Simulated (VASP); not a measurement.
A run of VASP 6.6.1:

File INCAR:

```
PREC     = Accurate       # precision mode
ENCUT    = 520            # plane-wave cutoff, eV
EDIFF    = 1E-6           # SCF threshold, eV
ISMEAR   = -1             # smearing method
SIGMA    = 0.1            # smearing width, eV
LREAL    = F              # projectors in reciprocal space
LASPH    = T              # aspherical terms in the spheres
NELM     = 80             # most SCF steps
ALGO     = Normal         # electronic algorithm
ISIF     = 2              # what is computed and relaxed
LWAVE    = F              # write WAVECAR
LCHARG   = T              # write CHGCAR
GGA      = RE             # functional
LELF     = T              # ELF
LVHAR    = T            
NBANDS   = 13             # bands
```

Contents of KPOINTS:

```
regular mesh
0
Gamma
  14 14 14
```

The input POSCAR:

```
Ru
1.0
    2.4883280724      0.0000000000      0.0000000000
    0.0000000000      2.4883280724      0.0000000000
    0.0000000000      0.0000000000      2.4883280724
Ru
1
Direct
    0.0000000000      0.0000000000      0.0000000000
```

Potentials or basis: VASP PAW PBE potentials, release 64 (Ru_pv).

The run is started by

```sh
$ cat potpaw_PBE.64/Ru_pv/POTCAR > POTCAR
$ mpirun -np 1 vasp_std > vasp.out
```

Hardware: 1 thread of Intel Xeon 8259CL, on a shared host.

**Question.** How long does it take, and how much memory?

**Answer.** Wall time 21 s on 1 thread of Intel Xeon 8259CL, with other jobs on the host, peak memory 0.14 GiB. Counts: scf iterations 11, k points 120.
